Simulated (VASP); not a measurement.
Write the native input for VASP 6.6.1 that does the following.

```yaml
Task: single point
Functional: PBE
Dispersion: D3(BJ)
Potentials_or_basis: VASP PAW PBE potentials, release 64 (K_sv, C)
Cutoff: 520 eV
k_mesh: 21 × 21 × 10
Occupations: gaussian, width 0.1 eV
Spin: no spin polarisation
Dipole_correction: no
Further_INCAR_settings: ALGO = Normal; EDIFF = 1e-06; NBANDS = 16
```

The structure of KC2 lies in POSCAR:

```
KC2
1.0
    2.6685013413      0.0000000000      0.0000000000
   -1.3342506707      2.3109899516      0.0000000000
    0.0000000000      0.0000000000      4.7949608985
K C
1 2
Direct
    0.0000000000      0.0000000000      0.0000000000
    0.3333333333      0.6666666667      0.5000000000
    0.6666666667      0.3333333333      0.5000000000
```

These files were run (other wordings do the same):

INCAR

```
ALGO = Normal
EDIFF = 1E-6
ENCUT = 520
GGA = PE
ISIF = 2
ISMEAR = 0
IVDW = 12
LASPH = T
LCHARG = T
LELF = T
LREAL = F
LVHAR = T
LWAVE = F
NBANDS = 16
NELM = 100
PREC = Accurate
SIGMA = 0.1
```

KPOINTS

```
k-points
0
Gamma
  21 21 10
```

Potentials or basis: VASP PAW PBE potentials, release 64 (K_sv, C).

Command:

```sh
$ cat potpaw_PBE.64/K_sv/POTCAR potpaw_PBE.64/C/POTCAR > POTCAR
$ mpirun -np 1 vasp_std > vasp.out
```

Results of the run:

```yaml
Pressure: 1.2 GPa
Band_gap_on_the_k_mesh: zero (an odd number of electrons rules out a gap without spin polarisation)
Dispersion_energy_per_atom: -0.277 eV
```

Caveat: an odd number of electrons without spin polarisation forces a metal; a magnetic or distorted state may lie lower.

Run time: 84 s on 1 thread of Intel(R) Xeon(R) 6975P-C (Granite Rapids) (shared host), peak memory 0.25 GiB.
